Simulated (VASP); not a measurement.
Write the native input for VASP 6.6.1 that does the following.

| Item | Value |
| --- | --- |
| Task | single point |
| Functional | PBE |
| Potentials or basis | VASP PAW PBE potentials, release 64 (Ge_d) |
| Cutoff | 500 eV |
| k mesh | 14 × 14 × 14 |
| Occupations | gaussian, width 0.15 eV |
| Spin | no spin polarisation |
| Dipole correction | no |
| Further INCAR settings | ALGO = Normal; EDIFF = 1e-06; NBANDS = 21 |

The structure of Ge lies in POSCAR:

```
Ge
1.0
    0.0000000000      3.0550716000      3.0550716000
    3.0550716000      0.0000000000      3.0550716000
    3.0550716000      3.0550716000      0.0000000000
Ge
2
Direct
    0.5000000000      0.5000000000      0.5000000000
    0.7500000000      0.7500000000      0.7500000000
```

This cell differs from its parent crystal: strain +0.080 along x and y, +0.080 along z.

One way to write it, as run:

INCAR

```
ALGO = Normal
EDIFF = 1E-6
ENCUT = 500
GGA = PE
GGA_COMPAT = False
ISIF = 2
ISMEAR = 0
LASPH = True
LCHARG = False
LREAL = False
LWAVE = False
NBANDS = 21
NELM = 120
PREC = Accurate
SIGMA = 0.15
```

KPOINTS

```
k-points
0
Gamma
  14 14 14
```

Potentials or basis: VASP PAW PBE potentials, release 64 (Ge_d).

Run with:

```bash
$ cat potpaw_PBE.64/Ge_d/POTCAR > POTCAR
$ mpirun -np 1 vasp_std > vasp.out
```

Results of the run:

| Property | Result |
| --- | --- |
| Pressure | -6.9 GPa |
| Band gap on the k mesh | zero (band 14 reaches 3.00 eV, above the bottom of band 15 at 2.60 eV) |

Caveat: the cell differs from its parent crystal (strain +0.080 along x and y, +0.080 along z).

Run time: 30 s on 1 thread of Intel(R) Xeon(R) 6975P-C (Granite Rapids) (shared host), peak memory 0.22 GiB.
